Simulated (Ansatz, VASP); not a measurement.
**HCN in VASP and in Ansatz**

```
N C H
1.0
    -2.31606    2.31606    2.15990
     2.31606   -2.31606    2.15990
     2.31606    2.31606   -2.15990
N C H
1 1 1
Direct
  0.27193 0.27193 0.00000
  0.00367 0.00367 0.00000
  0.75210 0.75210 0.00000
```

Alike in both runs: functional PBE; k mesh 8 × 8 × 8; occupations fermi-dirac, width 0.05 eV; no spin polarisation.

|  | VASP | Ansatz |
| --- | --- | --- |
| version | VASP 6.6.1 | Ansatz 0.2.0 |
| potentials or method | VASP PAW PBE potentials, release 64 (N, C, H) | Ansatz PAW earlier set |
| plane-wave cutoff (eV) | 520 | 870 |
| valence electrons in the cell | 10 | 10 |
| task | single point | band structure |

|  | VASP | Ansatz | Ansatz less VASP |
| --- | --- | --- | --- |
| gap on the k mesh at the Fermi level (eV) | 6.79 | 6.77 | -0.013 |
| least direct gap on the mesh (eV) | 7.05 | 7.06 | +0.009 |
| pressure (GPa) | 0.4 | 0.0 | -0.42 |
| traceless stress, the component that is largest in VASP (GPa) | 0.33 | -0.77 | -1.100 |
| rms of the force components (eV/Å) | 0.070 | 0.166 | +0.0959 |

Atom by atom the forces differ by 0.204 eV/Å (rms over components). One of these differences is far larger than is usual between the two programs; its cause wasn't traced.

Noted on VASP's run: the standard files for N, O and F lose accuracy on very short bonds.
